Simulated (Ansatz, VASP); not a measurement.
One calculation of AgCl, two programs

INCAR

```
  PREC = Accurate
  ENCUT = 520
  EDIFF = 1E-6
  ISMEAR = 0
  SIGMA = 0.05
  LREAL = F
  LASPH = T
  NELM = 100
  ALGO = Normal
  ISIF = 2
  LWAVE = F
  LCHARG = F
  GGA = PE
  NBANDS = 16
```

File KPOINTS:

```
Automatic mesh
0
Gamma
  8 8 8
```

File POSCAR:

```
AgCl
1.0
    0.0000000000      2.7731500000      2.7731500000
    2.7731500000      0.0000000000      2.7731500000
    2.7731500000      2.7731500000      0.0000000000
Ag Cl
1 1
Direct
    0.4977462452      0.4977462452      0.5022537548
    0.0000000000      0.0000000000      0.0000000000
```

Input for Ansatz:

```yaml
crystal:
  lattice:
    - [0.0, 2.77315, 2.77315]
    - [2.77315, 0.0, 2.77315]
    - [2.77315, 2.77315, 0.0]
  atoms:
    - { symbol: Ag, position: [0.4977462452, 0.4977462452, 0.5022537548] }
    - { symbol: Cl, position: [0.0, 0.0, 0.0] }
basis:
  ecutwfc: 420
kpoints:
  mp_grid: { grid: [8, 8, 8] }
hamiltonian:
  xc: pbe
scf:
  occupations: { method: gaussian, width: 0.05 }
output:
  forces: true
  stress: true
  eigenvalues: true
```

Change from the starting cell: all Ag atoms moved +0.013 Å, as atom 1 towards its neighbour atom 2 (Cl) at 2.773 Å.

Alike in both runs: task single point; functional PBE; k mesh 8 × 8 × 8; occupations gaussian, width 0.05 eV; no spin polarisation.

|  | VASP | Ansatz |
| --- | --- | --- |
| version | VASP 6.6.1 | Ansatz 0.2.0 |
| potentials or method | VASP PAW PBE potentials, release 64 (Ag, Cl), cutoff 520 eV | scalar-relativistic, plane waves, PAW |
| valence electrons in the cell | 18 | 26 |

Ansatz gave:

| Quantity | Value |
| --- | --- |
| gap on the k mesh at the Fermi level (eV) | 0.91 |
| least direct gap on the mesh (eV) | 3.18 |
| pressure (GPa) | 1.6 |
| rms of the force components (eV/Å) | 0.008 |

Q: Which values does VASP return?

A: gap on the k mesh at the Fermi level (eV): 0.91; least direct gap on the mesh (eV): 3.18; pressure (GPa): 1.5; rms of the force components (eV/Å): 0.008.

Atom by atom the forces differ by 0.000 eV/Å (rms over components). The functional is the same, so the differences come from potentials, cutoffs and numerics. VASP's potentials hold 18 valence electrons a cell and Ansatz's 26, so a difference there can come from the potentials and not from the codes.
